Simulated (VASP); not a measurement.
## NiO: single point with PBE

The system is NiO.

```
Ni O
1.0
     0.00000    2.11883    2.11883
     2.11883    0.00000    2.11883
     2.11883    2.11883    0.00000
Ni O
1 1
Direct
  0.00000 0.00000 0.00000
  0.50000 0.50000 0.50000
```

This cell differs from its parent crystal: volume scaled by 1.04.

```
Program                : VASP 6.6.1
Task                   : single point
Functional             : PBE
Potentials or basis    : VASP PAW PBE potentials, release 64 (Ni, O)
Cutoff                 : 520 eV
k mesh                 : 11 × 11 × 11
Occupations            : fermi-dirac, width 0.05 eV
Spin                   : collinear spin, ferromagnetic start
Starting moments       : [2.0, 0.0] μB
Dipole correction      : no
Further INCAR settings : ALGO = Normal; EDIFF = 1e-06; NBANDS = 19
```

```json
{"Pressure": "-2.9 GPa", "Net moment": "1.81 μB per cell", "Site moments": "Ni +1.48; O +0.28 μB", "Valence electrons inside the program's atomic spheres": "Ni 8.91; O 4.96"}
```

Levels at points of the mesh, in eV from the Fermi level:
Spin up:
```csv
k point,band 5,band 6,band 7,band 8,band 9,band 10,band 11,band 12,band 13,band 14
"(0.00, 0.00, 0.00)",-2.77,-2.77,-2.55,-2.55,-2.55,1.34,17.76,18.63,18.63,18.63
```
Spin down:
| k point | band 3 | band 4 | band 5 | band 6 | band 7 | band 8 | band 9 | band 10 | band 11 | band 12 |
| --- | --- | --- | --- | --- | --- | --- | --- | --- | --- | --- |
| (0.00, 0.00, 0.00) | -2.24 | -2.24 | -1.72 | -1.72 | -1.72 | -0.47 | -0.47 | 1.70 | 17.69 | 18.84 |

Wall time 31 s on 1 thread of Intel(R) Xeon(R) Platinum 8559C (Emerald Rapids) (shared host), peak memory 0.16 GiB.

Caveat: a cell with one magnetic atom can't hold antiferromagnetic order, which such compounds often take; semilocal functionals often make such compounds metallic where correlation or magnetic order opens a gap, which also shifts bond lengths.
